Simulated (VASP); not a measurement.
**GaN: single point with PBEsol**

The system is GaN.

```
Ga N
1.0
     3.21154    0.00000    0.00000
    -1.60577    2.78127    0.00000
     0.00000    0.00000   10.35684
Ga N
4 4
Direct
  0.00000 0.00000 0.78587
  0.66667 0.33333 0.03735
  0.33333 0.66667 0.53735
  0.00000 0.00000 0.28587
  0.00000 0.00000 0.09304
  0.66667 0.33333 0.34375
  0.00000 0.00000 0.59304
  0.33333 0.66667 0.84374
```

| Item | Value |
| --- | --- |
| Program | VASP 6.6.1 |
| Task | single point |
| Functional | PBEsol |
| Potentials or basis | VASP PAW PBE potentials, release 64 (Ga_d, N) |
| Cutoff | 520 eV |
| k mesh | 10 × 10 × 3 |
| Occupations | fermi-dirac, width 0.05 eV |
| Spin | no spin polarisation |

| Quantity | Value |
| --- | --- |
| Pressure | -6.2 GPa |
| Largest force | 0.231 eV/Å |
| Band gap on the k mesh | 0.79 eV |

Forces in eV/Å, atoms in the order of the input:
```
Ga   0.000  0.000  0.019
Ga   0.000  0.000 -0.028
Ga   0.000  0.000 -0.028
Ga   0.000  0.000  0.019
N    0.000  0.000 -0.222
N    0.000  0.000  0.231
N    0.000  0.000 -0.222
N    0.000  0.000  0.231
```

Stress tensor (GPa, compression positive):
```
-9.09  0.00  0.00
 0.00 -9.09  0.00
 0.00  0.00 -0.55
```

Levels at points of the mesh, in eV from the valence-band top:
| k point | band 34 | band 35 | band 36 | band 37 | band 38 | band 39 |
| --- | --- | --- | --- | --- | --- | --- |
| (0.00, 0.00, 0.00) | -0.55 | -0.55 | 0.00 | 0.79 | 3.29 | 3.45 |
| (0.50, 0.00, 0.00) | -1.96 | -1.54 | -0.77 | 1.87 | 2.37 | 4.61 |

It took 100 s on 1 thread of AMD EPYC 9R45 96-Core Processor (Zen 5), with other jobs on the host, peak memory 0.21 GiB.

Caveat: the cell stands under tension; the PAW data sets were made with another functional, which shifts forces and pressure a little.
